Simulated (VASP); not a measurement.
**Al: single point with PBEsol**

The system is Al.

```
Al
1.0
     0.00000    1.96326    2.08470
     1.96326    0.00000    2.08470
     1.96326    1.96326    0.00000
Al
1
Direct
  0.00000 0.00000 0.00000
```

This cell differs from its parent crystal: strain -0.030 along x and y, +0.030 along z.

* Program: VASP 6.6.1
* Task: single point
* Functional: PBEsol
* Potentials or basis: VASP PAW PBE potentials, release 64 (Al)
* Cutoff: 520 eV
* k mesh: 20 × 20 × 20
* Occupations: gaussian, width 0.15 eV
* Spin: no spin polarisation

- Pressure: 0.9 GPa

Stress tensor (GPa, compression positive):
```
 2.14  0.00  0.00
 0.00  2.14  0.00
 0.00  0.00 -1.71
```

Levels at points of the mesh, in eV from the Fermi level:
```csv
k point,band 1,band 2,band 3,band 4,band 5
"(0.00, 0.00, 0.00)",-11.31,12.34,13.01,13.01,14.40
"(0.50, 0.00, 0.00)",-4.69,-4.40,10.74,10.78,12.26
"(0.50, 0.50, 0.00)",-3.53,-2.43,5.74,6.48,6.48
"(0.50, 0.00, 0.50)",-2.68,-1.20,5.07,5.16,5.59
```

Wall time 120 s on 1 thread of AMD EPYC 7R43 64-Core Processor (Zen 3) (shared host), peak memory 0.14 GiB.

Caveat: the cell differs from its parent crystal (strain -0.030 along x and y, +0.030 along z); the PAW data sets were made with another functional, which shifts forces and pressure a little.
